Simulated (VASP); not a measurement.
# NiO (Fm-3m) in VASP: further runs, part 2 of 2

VASP 6.6.1. The steps go on from the part before.

## Step 5: Single point, LDA+U, collinear spin, ferromagnetic start

Input file INCAR:

```
ALGO     = Normal         # electronic algorithm
EDIFF    = 1E-6           # SCF threshold, eV
ENCUT    = 600            # plane-wave cutoff, eV
GGA      = CA             # functional
GGA_COMPAT= False        
ISIF     = 2              # what is computed and relaxed
ISMEAR   = -1             # smearing method
ISPIN    = 2              # spin polarisation
LASPH    = True           # aspherical terms in the spheres
LCHARG   = False          # write CHGCAR
LDAU     = True           # DFT+U
LDAUJ    = 0 0          
LDAUL    = 2 -1           # shell
LDAUPRINT= 1            
LDAUTYPE = 2            
LDAUU    = 6.2 0          # U, eV
LMAXMIX  = 4              # l up to which the mixer works
LORBIT   = 11             # projections on sites
LREAL    = False          # projectors in reciprocal space
LWAVE    = False          # write WAVECAR
MAGMOM   = 2 0            # initial moments
NBANDS   = 19             # bands
NELM     = 200            # most SCF steps
PREC     = Accurate       # precision mode
SIGMA    = 0.1            # smearing width, eV
```

Input file KPOINTS:

```
k-points
0
Gamma
  8 8 8
```

Input file POSCAR:

```
NiO
1.0
    0.0000000000      2.1004800000      2.1004800000
    2.1004800000      0.0000000000      2.1004800000
    2.1004800000      2.1004800000      0.0000000000
Ni O
1 1
Direct
    0.0000000000      0.0000000000      0.0000000000
    0.5000000000      0.5000000000      0.5000000000
```

Potentials or basis: VASP PAW LDA potentials, release 64 (Ni, O).

Launch:

```bash
> cat potpaw_LDA.64/Ni/POTCAR potpaw_LDA.64/O/POTCAR > POTCAR
> mpirun -np 1 vasp_std > vasp.out
```

OUTCAR:

```text
EDIFF = 1E-6
   ENCUT = 600
   GGA = CA
   ISIF = 2
   ISMEAR = -1
   ISPIN = 2
   LASPH = True
   LORBIT = 11
   LREAL = False
   NELM = 200
   PREC = Accurate

 ion  position               nearest neighbor table
   1  0.000  0.000  0.000-   2 2.10   2 2.10   2 2.10   2 2.10   2 2.10   2 2.10
   2  0.500  0.500  0.500-   1 2.10   1 2.10   1 2.10   1 2.10   1 2.10   1 2.10

  LATTYP: Found a face centered cubic cell.
 ALAT       =     4.2009600000

  Lattice vectors:

 A1 = (   0.0000000000,   2.1004800000,   2.1004800000)
 A2 = (   2.1004800000,   0.0000000000,   2.1004800000)
 A3 = (   2.1004800000,   2.1004800000,   0.0000000000)

Analysis of symmetry for initial positions (statically):
=====================================================================
 Subroutine PRICEL returns:
 Original cell was already a primitive cell.

 Routine SETGRP: Setting up the symmetry group for a
 face centered cubic supercell.

 Subroutine GETGRP returns: Found 48 space group operations
 (whereof 48 operations were pure point group operations)
 out of a pool of 48 trial point group operations.

The static configuration has the point symmetry O_h .

Analysis of symmetry for dynamics (positions and initial velocities):
=====================================================================
 Subroutine PRICEL returns:
 Original cell was already a primitive cell.

 Routine SETGRP: Setting up the symmetry group for a
 face centered cubic supercell.

 Subroutine GETGRP returns: Found 48 space group operations
 (whereof 48 operations were pure point group operations)
 out of a pool of 48 trial point group operations.

The dynamic configuration has the point symmetry O_h .

Analysis of structural, dynamic, and magnetic symmetry:
=====================================================================
 Subroutine PRICEL returns:
 Original cell was already a primitive cell.

 Routine SETGRP: Setting up the symmetry group for a
 face centered cubic supercell.

 Subroutine GETGRP returns: Found 48 space group operations
 (whereof 48 operations were pure point group operations)
 out of a pool of 48 trial point group operations.

The overall configuration has the point symmetry O_h .

 Subroutine INISYM returns: Found 48 space group operations
 (whereof 48 operations are pure point group operations),
 and found     1 'primitive' translations

----------------------------------------------------------------------------------------

                                     Primitive cell

  volume of cell :      18.5347

  direct lattice vectors                    reciprocal lattice vectors
     0.000000000  2.100480000  2.100480000    -0.238040829  0.238040829  0.238040829
     2.100480000  0.000000000  2.100480000     0.238040829 -0.238040829  0.238040829
[... 112 lines left out ...]
   U (eV)           for each species LDAUU =   6.2  0.0
   J (eV)           for each species LDAUJ =   0.0  0.0
   GGA     = CA    functional components
   LHFCALC =     F    Hartree Fock is set to
   AEXX    =    0.0000 exact exchange contribution
   IVDW    =     0    specifies the selected vdW correction
   LEPSILON=     F    determine dielectric tensor
   LRPA    =     F    only Hartree local field effects (RPA)
 spin polarized calculation
  energy-cutoff  :      600.00
  volume of cell :       18.53
 maximum number of plane-waves:       636
   NGX = 11   NGY = 11   NGZ = 11

atom =   1  type =  1  l = 2

 onsite density matrix

spin component  1

  0.9824  0.0000 -0.0000  0.0000 -0.0000
  0.0000  0.9824 -0.0000  0.0000 -0.0000
 -0.0000 -0.0000  1.0354  0.0000 -0.0000
  0.0000  0.0000  0.0000  0.9824  0.0000
 -0.0000 -0.0000 -0.0000  0.0000  1.0354

spin component  2

  0.9807  0.0000  0.0000  0.0000  0.0000
  0.0000  0.9807  0.0000  0.0000 -0.0000
  0.0000  0.0000  0.1579 -0.0000 -0.0000
  0.0000  0.0000 -0.0000  0.9807 -0.0000
  0.0000 -0.0000 -0.0000 -0.0000  0.1579

 occupancies and eigenvectors

  o =  0.1579  v =  0.0000  0.0000  0.0000  0.0000  0.0000  0.0000 -0.0000  0.0280  0.0000  0.9996      0.0000  0.0000  0.0000  0.0000  0.0000  0.0000  0.0000  0.0000  0.0000  0.0000
  o =  0.1579  v =  0.0000  0.0000  0.0000  0.0000  0.0000  0.0000  0.0000 -0.9996  0.0000  0.0280      0.0000  0.0000  0.0000  0.0000  0.0000  0.0000  0.0000  0.0000  0.0000  0.0000
  o =  0.9807  v =  0.0000  0.0000  0.0000  0.0000  0.0000  1.0000  0.0000  0.0000  0.0000  0.0000      0.0000  0.0000  0.0000  0.0000  0.0000  0.0000  0.0000  0.0000  0.0000  0.0000
  o =  0.9807  v =  0.0000  0.0000  0.0000  0.0000  0.0000  0.0000 -0.9970  0.0000  0.0775 -0.0000      0.0000  0.0000  0.0000  0.0000  0.0000  0.0000  0.0000  0.0000  0.0000  0.0000
  o =  0.9807  v =  0.0000  0.0000  0.0000  0.0000  0.0000  0.0000 -0.0775  0.0000 -0.9970  0.0000      0.0000  0.0000  0.0000  0.0000  0.0000  0.0000  0.0000  0.0000  0.0000  0.0000
  o =  0.9824  v =  1.0000  0.0000  0.0000  0.0000  0.0000  0.0000  0.0000  0.0000  0.0000  0.0000      0.0000  0.0000  0.0000  0.0000  0.0000  0.0000  0.0000  0.0000  0.0000  0.0000
  o =  0.9824  v =  0.0000 -0.9604 -0.0000 -0.2786 -0.0000  0.0000  0.0000  0.0000  0.0000  0.0000      0.0000  0.0000  0.0000  0.0000  0.0000  0.0000  0.0000  0.0000  0.0000  0.0000
  o =  0.9824  v =  0.0000  0.2786 -0.0000 -0.9604  0.0000  0.0000  0.0000  0.0000  0.0000  0.0000      0.0000  0.0000  0.0000  0.0000  0.0000  0.0000  0.0000  0.0000  0.0000  0.0000
  o =  1.0354  v =  0.0000  0.0000 -1.0000  0.0000 -0.0100  0.0000  0.0000  0.0000  0.0000  0.0000      0.0000  0.0000  0.0000  0.0000  0.0000  0.0000  0.0000  0.0000  0.0000  0.0000
  o =  1.0354  v =  0.0000 -0.0000 -0.0100  0.0000  1.0000  0.0000  0.0000  0.0000  0.0000  0.0000      0.0000  0.0000  0.0000  0.0000  0.0000  0.0000  0.0000  0.0000  0.0000  0.0000

 number of electron      16.0000011 magnetization       1.9999703

 Free energy of the ion-electron system (eV)
  ---------------------------------------------------
  ext. energy  EPLUGINS =         0.00000000
  ---------------------------------------------------
  free energy    TOTEN  =       -11.57445570 eV

  energy without entropy =      -11.57444860  energy(sigma->0) =      -11.57445215

 E-fermi :   7.2360     XC(G=0): -13.0513

 val. band max:        6.2573109682   @ k =   0.5000   0.0000   0.0000
 cond. band min:       8.0822725493   @ k =   0.0000   0.0000   0.0000
 fundamental gap:      1.8249615811
 Fermi energy:         7.2360080171

 spin component 1

 k-point     1 :       0.0000    0.0000    0.0000
  band No.  band energies     occupation
      1     -12.3038      1.00000
      2       0.4250      1.00000
      3       0.4250      1.00000
      4       1.3143      1.00000
      5       1.3143      1.00000
      6       1.3143      1.00000
[... 1049 lines left out ...]
     18      38.0025      0.00000
     19      39.0594      0.00000

 [... further k-points ...]

------------------------ aborting loop because EDIFF is reached ----------------------------------------

  FORCE on cell =-STRESS in cart. coord.  units (eV):
  Direction    XX          YY          ZZ          XY          YZ          ZX
  --------------------------------------------------------------------------------------
  -------------------------------------------------------------------------------------
  Total       -2.2516551     -2.2516551     -2.2516551     -0.0000000      0.0000000      0.0000000
  in kB     -194.6376270   -194.6376270   -194.6376270     -0.0000000      0.0000000      0.0000000
  external PRESSURE =    -194.6376270 kB  Pullay stress =       0.0000000 kB

 VOLUME and BASIS-vectors are now :
 -----------------------------------------------------------------------------
  energy-cutoff  :      600.00
  volume of cell :       18.53
      direct lattice vectors                 reciprocal lattice vectors
     0.000000000  2.100480000  2.100480000    -0.238040829  0.238040829  0.238040829
     2.100480000  0.000000000  2.100480000     0.238040829 -0.238040829  0.238040829
     2.100480000  2.100480000  0.000000000     0.238040829  0.238040829 -0.238040829

 POSITION                                       TOTAL-FORCE (eV/Angst)
 -----------------------------------------------------------------------------------
      0.00000      0.00000      0.00000         0.000000      0.000000      0.000000
      2.10048      2.10048      2.10048        -0.000000     -0.000000      0.000000
 -----------------------------------------------------------------------------------
    total drift:                                0.000000     -0.000000     -0.000000

  FREE ENERGIE OF THE ION-ELECTRON SYSTEM (eV)
  ---------------------------------------------------
  free  energy   TOTEN  =       -11.5744557038 eV

  energy  without entropy=      -11.5744486027  energy(sigma->0) =      -11.57445215

 total charge

# of ion       s       p       d       tot
------------------------------------------
    1        0.343   0.417   8.248   9.008
    2        1.531   3.441   0.000   4.972
--------------------------------------------------
tot          1.874   3.858   8.248  13.980

 magnetization (x)

# of ion       s       p       d       tot
------------------------------------------
    1        0.010   0.013   1.758   1.781
    2        0.019   0.185   0.000   0.204
--------------------------------------------------
tot          0.029   0.198   1.758   1.985
```

Run time: 8.1 s. Hardware: 1 thread of Intel Xeon 6975P-C (Granite Rapids), shared host; peak memory 0.15 GiB.

Results:

| Quantity | Value |
| --- | --- |
| Free energy | -11.5745 eV |
| Pressure | -19.5 GPa |
| Band gap on the k mesh | 1.82 eV, indirect (least direct gap 2.69 eV) |
| Net moment | 2.00 μB per cell |
| Site moments | Ni +1.78; O +0.20 μB |
| Valence electrons inside the program's atomic spheres | Ni 9.01; O 4.97 |

Eigenvalues of the final occupation matrices:
```tsv
site	spin	trace	eigenvalues
site 1 d	1	5.02	0.98 0.98 0.98 1.04 1.04
site 1 d	2	3.26	0.16 0.16 0.98 0.98 0.98
```

Caveat: a cell with one magnetic atom can't hold antiferromagnetic order, which such compounds often take.

## Step 6: Single point, LDA+U, collinear spin, ferromagnetic start

Input file INCAR:

```
ALGO = Normal ; EDIFF = 1E-6
ENCUT = 600 ; GGA = CA
GGA_COMPAT = False ; ISIF = 2
ISMEAR = -1 ; ISPIN = 2
LASPH = True ; LCHARG = False
LDAU = True ; LDAUJ = 0 0
LDAUL = 2 -1 ; LDAUPRINT = 1
LDAUTYPE = 2 ; LDAUU = 6.2 0
LMAXMIX = 4 ; LORBIT = 11
LREAL = False ; LWAVE = False
MAGMOM = 2 0 ; NBANDS = 19
NELM = 200 ; PREC = Accurate
SIGMA = 0.001
```

KPOINTS is that of step 5.

POSCAR is that of step 5.

Potentials or basis: VASP PAW LDA potentials, release 64 (Ni, O).

Launch:

```bash
> cat potpaw_LDA.64/Ni/POTCAR potpaw_LDA.64/O/POTCAR > POTCAR
> mpirun -np 1 vasp_std > vasp.out
```

It took 7.8 s on 1 thread of Intel Xeon 6975P-C (Granite Rapids), shared host; peak memory 0.15 GiB.

Results (log left out):

* Free energy: -11.5745 eV
* Pressure: -19.4 GPa
* Band gap on the k mesh: 1.82 eV, indirect (least direct gap 2.69 eV)
* Net moment: 2.00 μB per cell
* Site moments: Ni +1.78; O +0.20 μB
* Valence electrons inside the program's atomic spheres: Ni 9.01; O 4.97

Levels at points of the mesh, in eV from the valence-band top:
Spin up:
```
           k point  band 6  band 7  band 8  band 9  band 10  band 11  band 12  band 13
(0.00, 0.00, 0.00)   -4.94   -1.48   -1.48   -1.48     2.59    17.61    17.61    17.61
(0.50, 0.00, 0.00)   -4.41   -3.09    0.00    0.00     6.55    10.78    14.67    14.67
(0.50, 0.50, 0.00)   -4.11   -4.11   -2.84   -2.84     6.80    11.31    11.58    17.28
```
Spin down:
```csv
k point,band 5,band 6,band 7,band 8,band 9,band 10
"(0.00, 0.00, 0.00)",-1.09,-1.09,-1.09,1.83,1.83,2.95
"(0.50, 0.00, 0.00)",-2.05,-2.02,-2.02,4.26,4.26,6.77
"(0.50, 0.50, 0.00)",-2.87,-2.47,-2.47,2.25,2.73,7.34
```

Eigenvalues of the final occupation matrices:
| site | spin | trace | eigenvalues |
| --- | --- | --- | --- |
| site 1 d | 1 | 5.02 | 0.98 0.98 0.98 1.04 1.04 |
| site 1 d | 2 | 3.26 | 0.16 0.16 0.98 0.98 0.98 |

Caveat: a cell with one magnetic atom can't hold antiferromagnetic order, which such compounds often take.

## Step 7: The runs side by side

| smearing | gap on the mesh (eV) | pressure (GPa) | moment (μB) |
| --- | --- | --- | --- |
| fermi-dirac 0.1 eV | 1.82 | -19.5 | 2.00 |
| gaussian 0.15 eV | 1.82 | -19.4 | 2.00 |
| fermi-dirac 0.001 eV | 1.82 | -19.4 | 2.00 |

Alike in all rows: task single point; level LDA+U; potentials or basis VASP PAW LDA potentials, release 64 (Ni, O); spin collinear, ferromagnetic start; Ni d U = 6.2 eV; cell as given; k mesh 8 × 8 × 8; cutoff (eV) 600.

On the cell as given the gap runs from 1.82 eV (LDA+U) to 1.82 eV (LDA+U).

Caveats: a cell with one magnetic atom can't hold antiferromagnetic order, which such compounds often take.

Absolute energies hang on the potentials; compare differences alone.
